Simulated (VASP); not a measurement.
# GaAs (F-43m) in VASP: a series of runs, part 2 of 2

VASP 6.6.1. The steps go on from the part before.

**4. Vibrations by perturbation theory, PBEsol**

This run uses another cell than the first one, of 20.84 Å³/atom, 1.072 times its volume.

The input, INCAR:

```
PREC = Accurate ; ENCUT = 520
EDIFF = 1E-8 ; ISMEAR = 0
SIGMA = 0.01 ; LREAL = False
LASPH = True ; NELM = 60
ALGO = Normal ; ISIF = 2
LWAVE = False ; LCHARG = True
GGA = PS ; NBANDS = 16
IBRION = 8 ; NSW = 1
```

The input, KPOINTS:

```
regular mesh
0
Gamma
  8 8 8
```

The input, POSCAR:

```
GaAs
1.0
    2.7520912858      2.7520912858      0.0000000000
   -2.7520912858      2.7520912858      0.0000000000
    0.0000000000      2.7520912858      2.7520912858
Ga As
1 1
Direct
    0.0000000000      0.0000000000      0.0000000000
    0.7500000000      0.2500000000      0.5000000000
```

Potentials or basis: VASP PAW PBE potentials, release 64 (Ga_d, As).

On the command line:

```
> cat potpaw_PBE.64/Ga_d/POTCAR potpaw_PBE.64/As/POTCAR > POTCAR
> mpirun -np 1 vasp_std > vasp.out
```

OUTCAR:

```text
PREC = Accurate
   ENCUT = 520
   EDIFF = 1E-8
   ISMEAR = 0
   LREAL = False
   LASPH = True
   NELM = 60
   ISIF = 2
   GGA = PS
   IBRION = 8
   NSW = 1

 ion  position               nearest neighbor table
   1  0.000  0.000  0.000-   2 2.38   2 2.38   2 2.38   2 2.38
   2  0.750  0.250  0.500-   1 2.38   1 2.38   1 2.38   1 2.38

  LATTYP: Found a face centered cubic cell.
 ALAT       =     5.5041825716

  Lattice vectors:

 A1 = (   0.0000000000,   2.7520912858,   2.7520912858)
 A2 = (   2.7520912858,   0.0000000000,   2.7520912858)
 A3 = (   2.7520912858,   2.7520912858,   0.0000000000)

Analysis of symmetry for initial positions (statically):
=====================================================================
 Subroutine PRICEL returns:
 Original cell was already a primitive cell.

 Routine SETGRP: Setting up the symmetry group for a
 face centered cubic supercell.
[... 685 lines left out ...]

 INTERNAL STRAIN TENSOR  FOR ION    2  DIRECTION 1   (eV/Angst):
 -----------------------------------------------------------------------------
     0.01379  0.00000  0.00000
     0.00000 -0.00895 10.36212
     0.00000 10.36212 -0.00895

 INTERNAL STRAIN TENSOR FOR ION    2 for displacements in x,y,z  (eV/Angst):
          X           Y           Z          XY          YZ          ZX
  --------------------------------------------------------------------------------
  x     0.00000     0.00000     0.00000     0.00000    10.36212     0.00000
  y     0.00000     0.00000     0.00000     0.00000     0.00000    10.36212
  z     0.00000     0.00000     0.00000    10.36212     0.00000     0.00000

 SECOND DERIVATIVES (NOT SYMMETRIZED)
 ------------------------------------
               1X          1Y          1Z          2X          2Y          2Z
  1X   -11.292168    0.000000   -0.000000   11.292168   -0.000000    0.000000
  1Y    -0.000000  -11.292168    0.000000    0.000000   11.292168   -0.000000
  1Z    -0.000000    0.000000  -11.292168    0.000000   -0.000000   11.292168
  2X    11.260812    0.000000   -0.000000  -11.260812   -0.000000    0.000000
  2Y    -0.000000   11.260812    0.000000    0.000000  -11.260812   -0.000000
  2Z    -0.000000    0.000000   11.260812    0.000000   -0.000000  -11.260812

 Eigenvectors and eigenvalues of the dynamical matrix
 ----------------------------------------------------

   1 f  =    8.735900 THz    54.889278 2PiTHz  291.398258 cm-1    36.128763 meV
             X         Y         Z           dx          dy          dz
      0.000000  0.000000  0.000000    -0.000000    0.720185   -0.000000
      1.376046  4.128137  1.376046     0.000000   -0.693783    0.000000
[... 21 lines left out ...]
   6 f/i=    0.006069 THz     0.038130 2PiTHz    0.202426 cm-1     0.025098 meV
             X         Y         Z           dx          dy          dz
      0.000000  0.000000  0.000000     0.646141    0.251015   -0.028761
      1.376046  4.128137  1.376046     0.670730    0.260567   -0.029855

--------------------------------------------------------------------------------------------------------

 ELASTIC MODULI CONTR FROM IONIC RELAXATION (kBar)
 Direction    XX          YY          ZZ          XY          YZ          ZX
 --------------------------------------------------------------------------------
 XX           0.0000      0.0000      0.0000      0.0000      0.0000      0.0000
 YY           0.0000      0.0000      0.0000      0.0000      0.0000      0.0000
 ZZ           0.0000      0.0000      0.0000      0.0000      0.0000      0.0000
 XY           0.0000      0.0000      0.0000   -363.5363      0.0000      0.0000
 YZ           0.0000      0.0000      0.0000      0.0000   -363.5363     -0.0000
 ZX           0.0000      0.0000      0.0000      0.0000     -0.0000   -363.5363
 --------------------------------------------------------------------------------
```

OSZICAR:

```text
N       E                     dE             d eps       ncg     rms          rms(c)
DAV:   1     0.819146075317E+02    0.81915E+02   -0.89319E+03   952   0.156E+03
DAV:   2    -0.286285983292E+01   -0.84777E+02   -0.80414E+02  1064   0.312E+02
DAV:   3    -0.914827496872E+01   -0.62854E+01   -0.62643E+01  1104   0.665E+01
DAV:   4    -0.923575731242E+01   -0.87482E-01   -0.87472E-01  1200   0.863E+00
[... 43 lines left out ...]
RMM:   7    -0.437153878865E-01    0.63926E-06    0.97876E-08  6253   0.164E-03    0.240E-04
RMM:   8    -0.437143163895E-01    0.10715E-05    0.58208E-08  6132   0.612E-04    0.409E-05
RMM:   9    -0.437143042597E-01    0.12130E-07   -0.46882E-08  6327   0.210E-04    0.975E-06
RMM:  10    -0.437142270547E-01    0.77205E-07   -0.39504E-09  6340   0.802E-05    0.363E-06
RMM:  11    -0.437142240553E-01    0.29994E-08   -0.27186E-09  6227   0.306E-05    0.124E-06
 Linear response finished
```

stdout:

```text
POSCAR found type information on POSCAR GaAs
 POSCAR found :  2 types and       2 ions
 scaLAPACK will be used
 -----------------------------------------------------------------------------
|                                                                             |
|                                                                             |
|     You enforced a specific xc type in the INCAR file but a different       |
|     I HOPE YOU KNOW WHAT YOU ARE DOING!                                     |
|                                                                             |
 -----------------------------------------------------------------------------

 LDA part: xc-table for (Slater+PW92), standard interpolation
 POSCAR, INCAR and KPOINTS ok, starting setup
 FFT: planning ... GRIDC
 FFT: planning ... GRID_SOFT
 FFT: planning ... GRID
 WAVECAR not read
 entering main loop
 Linear response reoptimize wavefunctions to high precision
 Linear response DOF=           2
 Linear response progress:
 first order change of Fermi-energy  -0.17666E-04
 force on displaced ion       1 direction 1 : -11.292   0.000   0.000
 Linear response progress:
 first order change of Fermi-energy  -0.61788E-04
 force on displaced ion       2 direction 1 : -11.261  -0.000  -0.000
 Linear response finished
```

Run time: 3.6 min. Hardware: 1 thread of Intel Xeon Platinum 8375C at 2.90GHz (Ice Lake), shared host; peak memory 0.29 GiB.

What came out:

```yaml
Highest_phonon_frequency_at_Γ_LO-TO_splitting_left_out: 291 cm⁻¹
```

Phonon frequencies in cm⁻¹ (negative: imaginary):
```csv
q point,frequencies
"(0.000, 0.000, 0.000)",0 0 0 291 291 291
```

Caveat: the cell wasn't relaxed at this level first, which shifts response properties; the PAW data sets were made with another functional, which shifts forces and pressure a little.

**5. Vibrations by perturbation theory, PBEsol**

This run uses another cell than the first one, of 21.51 Å³/atom, 1.106 times its volume.

The input, INCAR:

```
SYSTEM = GaAs
PREC = Accurate
ENCUT = 520
EDIFF = 1E-8
ISMEAR = 0
SIGMA = 0.01
LREAL = .FALSE.
LASPH = .TRUE.
NELM = 100
ALGO = Normal
ISIF = 2
LWAVE = .FALSE.
LCHARG = .FALSE.
GGA = PS
IBRION = 8
NSW = 1
```

The input, KPOINTS:

```
regular mesh
0
G
  8 8 8
  0 0 0
```

The input, POSCAR:

```
GaAs
1.0
    2.7812033951      2.7812033951      0.0000000000
   -2.7812033951      2.7812033951      0.0000000000
    0.0000000000      2.7812033951      2.7812033951
Ga As
1 1
Direct
    0.0000000000      0.0000000000      0.0000000000
    0.7500000000      0.2500000000      0.5000000000
```

Potentials or basis: VASP PAW PBE potentials, release 64 (Ga_d, As).

On the command line:

```
> cat potpaw_PBE.64/Ga_d/POTCAR potpaw_PBE.64/As/POTCAR > POTCAR
> mpirun -np 1 vasp_std > vasp.out
```

OUTCAR:

```text
SYSTEM = GaAs
   PREC = Accurate
   ENCUT = 520
   EDIFF = 1E-8
   ISMEAR = 0
   LREAL = .FALSE.
   LASPH = .TRUE.
   NELM = 100
   ISIF = 2
   GGA = PS
   IBRION = 8
   NSW = 1

 ion  position               nearest neighbor table
   1  0.000  0.000  0.000-   2 2.41   2 2.41   2 2.41   2 2.41
   2  0.750  0.250  0.500-   1 2.41   1 2.41   1 2.41   1 2.41

  LATTYP: Found a face centered cubic cell.
 ALAT       =     5.5624067902

  Lattice vectors:

 A1 = (   0.0000000000,   2.7812033951,   2.7812033951)
 A2 = (   2.7812033951,   0.0000000000,   2.7812033951)
 A3 = (   2.7812033951,   2.7812033951,   0.0000000000)

Analysis of symmetry for initial positions (statically):
=====================================================================
 Subroutine PRICEL returns:
 Original cell was already a primitive cell.

 Routine SETGRP: Setting up the symmetry group for a
 face centered cubic supercell.

 Subroutine GETGRP returns: Found 24 space group operations
 (whereof 24 operations were pure point group operations)
 out of a pool of 48 trial point group operations.

The static configuration has the point symmetry T_d .

Analysis of symmetry for dynamics (positions and initial velocities):
=====================================================================
 Subroutine PRICEL returns:
 Original cell was already a primitive cell.

 Routine SETGRP: Setting up the symmetry group for a
 face centered cubic supercell.

 Subroutine GETGRP returns: Found 24 space group operations
 (whereof 24 operations were pure point group operations)
 out of a pool of 48 trial point group operations.

The dynamic configuration has the point symmetry T_d .

 Subroutine INISYM returns: Found 24 space group operations
 (whereof 24 operations are pure point group operations),
 and found     1 'primitive' translations

----------------------------------------------------------------------------------------

                                     Primitive cell

  volume of cell :      43.0257

  direct lattice vectors                    reciprocal lattice vectors
     2.781203395  2.781203395  0.000000000     0.179778293  0.179778293 -0.179778293
    -2.781203395  2.781203395  0.000000000    -0.179778293  0.179778293 -0.179778293
     0.000000000  2.781203395  2.781203395     0.000000000  0.000000000  0.359556587

  length of vectors
     3.933215561  3.933215561  3.933215561     0.311385138  0.311385138  0.359556587

  position of ions in fractional coordinates (direct lattice)
     0.000000000  0.000000000  0.000000000
     0.750000000  0.250000000  0.500000000

  ion indices of the primitive-cell ions
   primitive index   ion index
                 1           1
                 2           2

[... 133 lines left out ...]
      3     -10.5970      2.00000
      4     -10.5041      2.00000
      5     -10.5041      2.00000
      6      -8.8401      2.00000
      7       4.2767      2.00000
      8       4.2767      2.00000
      9       4.2767      2.00000
     10       5.1038      0.00000
     11       7.9749      0.00000
     12       7.9749      0.00000
     13       7.9749      0.00000
[... 354 lines left out ...]
  band No.  band energies     occupation
      1     -10.7054      2.00000
      2     -10.5677      2.00000
      3     -10.5586      2.00000
      4     -10.5097      2.00000
      5     -10.5001      2.00000
      6      -6.5308      2.00000
      7      -2.4839      2.00000
      8       0.8249      2.00000
      9       2.1815      2.00000
     10       7.4034      0.00000
     11       8.3365      0.00000
     12      10.7449      0.00000
     13      12.1056      0.00000

 [... further k-points ...]
[... 5 lines left out ...]
  --------------------------------------------------------------------------------------
  -------------------------------------------------------------------------------------
  Total        1.1341500      1.1341500      1.1341500      0.0000000     -0.0000000      0.0000000
  in kB       42.2330871     42.2330871     42.2330871      0.0000000     -0.0000000      0.0000000
  external PRESSURE =      42.2330871 kB  Pullay stress =       0.0000000 kB

 VOLUME and BASIS-vectors are now :
 -----------------------------------------------------------------------------
  energy-cutoff  :      520.00
  volume of cell :       43.03
      direct lattice vectors                 reciprocal lattice vectors
     2.781203395  2.781203395  0.000000000     0.179778293  0.179778293 -0.179778293
    -2.781203395  2.781203395  0.000000000    -0.179778293  0.179778293 -0.179778293
     0.000000000  2.781203395  2.781203395     0.000000000  0.000000000  0.359556587

 POSITION                                       TOTAL-FORCE (eV/Angst)
 -----------------------------------------------------------------------------------
      0.00000      0.00000      0.00000         0.000000     -0.000000      0.000000
      1.39060      4.17181      1.39060        -0.000000      0.000000     -0.000000
 -----------------------------------------------------------------------------------
    total drift:                               -0.000001     -0.000000      0.000000

  FREE ENERGIE OF THE ION-ELECTRON SYSTEM (eV)
  ---------------------------------------------------
  free  energy   TOTEN  =        -9.0576993741 eV

  energy  without entropy=       -9.0576993741  energy(sigma->0) =       -9.05769937

[... ionic steps 2 to 3 ...]

--------------------------------------- Ionic step        4  -------------------------------------------

------------------------ aborting loop because EDIFF is reached ----------------------------------------

[... ionic steps 5 to 6 ...]

--------------------------------------- Ionic step        7  -------------------------------------------

 Free energy of the ion-electron system (eV)
  ---------------------------------------------------
  ---------------------------------------------------
  free energy    TOTEN  =        -0.04369864 eV

  energy without entropy =       -0.04369864

------------------------ aborting loop because EDIFF is reached ----------------------------------------

 INTERNAL STRAIN TENSOR  FOR ION    2  DIRECTION 1   (eV/Angst):
 -----------------------------------------------------------------------------
     0.01034  0.00000  0.00000
     0.00000 -0.00778  8.99350
     0.00000  8.99350 -0.00778

 INTERNAL STRAIN TENSOR FOR ION    2 for displacements in x,y,z  (eV/Angst):
          X           Y           Z          XY          YZ          ZX
  --------------------------------------------------------------------------------
  x    -0.00000     0.00000     0.00000     0.00000     8.99350     0.00000
  y     0.00000     0.00000     0.00000     0.00000     0.00000     8.99350
  z     0.00000     0.00000    -0.00000     8.99350     0.00000     0.00000

 SECOND DERIVATIVES (NOT SYMMETRIZED)
 ------------------------------------
               1X          1Y          1Z          2X          2Y          2Z
  1X   -10.474197    0.000000   -0.000000   10.474197   -0.000000    0.000000
  1Y    -0.000000  -10.474197    0.000000    0.000000   10.474197   -0.000000
  1Z    -0.000000    0.000000  -10.474197    0.000000   -0.000000   10.474197
  2X    10.452949   -0.000000    0.000000  -10.452949    0.000000   -0.000000
  2Y     0.000000   10.452949   -0.000000   -0.000000  -10.452949    0.000000
  2Z     0.000000   -0.000000   10.452949   -0.000000    0.000000  -10.452949

 Eigenvectors and eigenvalues of the dynamical matrix
 ----------------------------------------------------

   1 f  =    8.415070 THz    52.873442 2PiTHz  280.696507 cm-1    34.801916 meV
             X         Y         Z           dx          dy          dz
      0.000000  0.000000  0.000000     0.000000    0.720055    0.000000
      1.390602  4.171805  1.390602     0.000000   -0.693917    0.000000
[... 21 lines left out ...]
   6 f/i=    0.004269 THz     0.026823 2PiTHz    0.142400 cm-1     0.017655 meV
             X         Y         Z           dx          dy          dz
      0.000000  0.000000  0.000000     0.693917   -0.000000    0.000000
      1.390602  4.171805  1.390602     0.720055    0.000000    0.000000

--------------------------------------------------------------------------------------------------------

 ELASTIC MODULI CONTR FROM IONIC RELAXATION (kBar)
 Direction    XX          YY          ZZ          XY          YZ          ZX
 --------------------------------------------------------------------------------
 XX          -0.0000     -0.0000      0.0000      0.0000     -0.0000     -0.0000
 YY          -0.0000     -0.0000     -0.0000      0.0000      0.0000     -0.0000
 ZZ           0.0000     -0.0000     -0.0000     -0.0000      0.0000     -0.0000
 XY           0.0000      0.0000     -0.0000   -285.7370     -0.0000      0.0000
 YZ          -0.0000      0.0000      0.0000     -0.0000   -285.7370      0.0000
 ZX          -0.0000     -0.0000     -0.0000      0.0000     -0.0000   -285.7370
 --------------------------------------------------------------------------------
```

stdout:

```text
POSCAR found type information on POSCAR GaAs
 POSCAR found :  2 types and       2 ions
 scaLAPACK will be used
 -----------------------------------------------------------------------------
|                                                                             |
|                                                                             |
|     You enforced a specific xc type in the INCAR file but a different       |
|     I HOPE YOU KNOW WHAT YOU ARE DOING!                                     |
|                                                                             |
 -----------------------------------------------------------------------------

 LDA part: xc-table for (Slater+PW92), standard interpolation
 POSCAR, INCAR and KPOINTS ok, starting setup
 FFT: planning ... GRIDC
 FFT: planning ... GRID_SOFT
 FFT: planning ... GRID
 WAVECAR not read
 entering main loop
 Linear response reoptimize wavefunctions to high precision
 Linear response DOF=           2
 Linear response progress:
 first order change of Fermi-energy   0.11221E-03
 force on displaced ion       1 direction 1 : -10.474   0.000  -0.000
 Linear response progress:
 first order change of Fermi-energy  -0.24177E-03
 force on displaced ion       2 direction 1 : -10.453   0.000  -0.000
 Linear response finished
```

Wall time 3 min (1 thread of Intel Xeon Platinum 8375C at 2.90GHz (Ice Lake), shared host); peak memory 0.29 GiB.

What came out:

```
Highest phonon frequency at Γ, LO-TO splitting left out : 281 cm⁻¹
```

Phonon frequencies in cm⁻¹ (negative: imaginary):
```tsv
q point	frequencies
(0.000, 0.000, 0.000)	0 0 0 281 281 281
```

Caveat: the cell wasn't relaxed at this level first, which shifts response properties; the PAW data sets were made with another functional, which shifts forces and pressure a little.
